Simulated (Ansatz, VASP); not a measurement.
## One calculation of Sr, two programs

The input INCAR:

```
  PREC = Accurate
  ENCUT = 520
  EDIFF = 1E-6
  ISMEAR = -1
  SIGMA = 0.08
  LREAL = F
  LASPH = T
  NELM = 60
  ALGO = Normal
  ISIF = 2
  LWAVE = F
  LCHARG = T
  GGA = PE
  LELF = T
  LVHAR = T
  NBANDS = 11
```

KPOINTS

```
regular mesh
0
Gamma
  12 12 12
```

File POSCAR:

```
Sr
1.0
    0.0000000000      2.3135931038      2.3135931038
    2.3135931038      0.0000000000      2.3135931038
    2.3135931038      2.3135931038      0.0000000000
Sr
1
Direct
    0.0000000000      0.0000000000      0.0000000000
```

Input for Ansatz:

```yaml
crystal:
  lattice:
    - [0.0, 2.3135931038, 2.3135931038]
    - [2.3135931038, 0.0, 2.3135931038]
    - [2.3135931038, 2.3135931038, 0.0]
  atoms:
    - { symbol: Sr, position: [0.0, 0.0, 0.0] }
kpoints:
  mp_grid: { grid: [12, 12, 12] }
  band_path:
    path:
      - [0.0, 0.0, 0.0]
      - [0.5, 0.0, 0.5]
      - [0.625, 0.25, 0.625]
      - [0.375, 0.375, 0.75]
      - [0.0, 0.0, 0.0]
      - [0.5, 0.5, 0.5]
      - [0.5, 0.25, 0.75]
      - [0.5, 0.0, 0.5]
    npoints: 8
scf:
  occupations: { method: fermi_dirac, width: 0.08 }
hamiltonian:
  xc: pbe
  pseudopotentials: { kind: paw }
output:
  forces: true
  stress: true
  eigenvalues: true
  populations: true
  dos: { projected: true, de: 0.2, e_range: [-14, 8] }
  write_density: true
  write_potential: true
  elf: true
  volumetric_format: npy
```

Change from the starting cell: volume scaled by 0.45, PAW files.

Alike in both runs: task single point; functional PBE; k mesh 12 × 12 × 12; occupations fermi-dirac, width 0.08 eV; no spin polarisation.

```csv
,VASP,Ansatz
version,VASP 6.6.1,Ansatz 0.2.0
potentials or method,"VASP PAW PBE potentials, release 64 (Sr_sv)","PAW with Ansatz's default frozen-core files, scalar-relativistic"
plane-wave cutoff (eV),520,420
valence electrons in the cell,10,10
```

VASP gave:

```
pressure (GPa) : 29.1
```

Which values does Ansatz return?

Pressure (GPa): 28.7.

Both programs put the cell under a high pressure, so it lies far from rest at this level.
